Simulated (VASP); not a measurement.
Set up this calculation in VASP 6.6.1, as the native input.

* Task: single point
* Functional: PBE
* Potentials or basis: VASP PAW PBE potentials, release 64 (Ti_sv, C)
* Cutoff: 520 eV
* k mesh: 6 × 6 × 6
* Occupations: gaussian, width 0.1 eV
* Spin: no spin polarisation
* Dipole correction: no
* Further INCAR settings: ALGO = Normal; EDIFF = 1e-06; NBANDS = 15

The structure of TiC lies in POSCAR:

```
TiC
1.0
    3.2133647700      0.0000000000      0.0000000000
   -1.6066823900      2.7828555200      0.0000000000
    0.0000000000      0.0000000000      3.1284275100
Ti C
1 1
Direct
    0.3333333300      0.6666666700      0.5000000000
    0.6666666700      0.3333333300      0.0000000000
```

The input as run:

INCAR

```
ALGO = Normal ; EDIFF = 1E-6
ENCUT = 520 ; GGA = PE
ISIF = 2 ; ISMEAR = 0
LASPH = T ; LCHARG = F
LREAL = F ; LWAVE = F
NBANDS = 15 ; NELM = 100
PREC = Accurate ; SIGMA = 0.1
```

KPOINTS

```
k-points
0
Gamma
  6 6 6
```

Potentials or basis: VASP PAW PBE potentials, release 64 (Ti_sv, C).

Launch:

```sh
$ cat potpaw_PBE.64/Ti_sv/POTCAR potpaw_PBE.64/C/POTCAR > POTCAR
$ mpirun -np 1 vasp_std > vasp.out
```

It gave:

```json
{
  "Pressure": "-33.9 GPa"
}
```

Caveat: the k points lie up to 0.38 Å⁻¹ apart.

Wall time 6.4 s on 1 thread of AMD EPYC 9R45 96-Core Processor (Zen 5), with other jobs on the host, peak memory 0.11 GiB.
